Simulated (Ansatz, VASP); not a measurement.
One calculation of As, two programs

```
As
1.0
    -5.78751    6.18047    1.41745
     6.18047   -5.78751    1.41745
     2.51228    2.51228   -0.69774
As
2
Direct
  0.92500 0.07500 0.00000
  0.82500 0.17500 0.50000
```

Alike in both runs: task single point; functional BLYP; k mesh 12 × 12 × 10; occupations fermi-dirac, width 0.1 eV; no spin polarisation.

|  | VASP | Ansatz |
| --- | --- | --- |
| version | VASP 6.6.1 | Ansatz 0.2.0 |
| potentials or method | VASP PAW PBE potentials, release 64 (As), cutoff 520 eV | plane waves (420 eV) with PAW, scalar-relativistic |
| valence electrons in the cell | 10 | 30 |

|  | VASP | Ansatz | Ansatz less VASP |
| --- | --- | --- | --- |
| pressure (GPa) | 1.5 | 1.3 | -0.23 |
| traceless stress, the component that is largest in VASP (GPa) | -0.44 | -0.38 | +0.057 |

VASP's potentials were made for PBE, not for BLYP. VASP's potentials hold 10 valence electrons a cell and Ansatz's 30, so a difference there can come from the potentials and not from the codes.
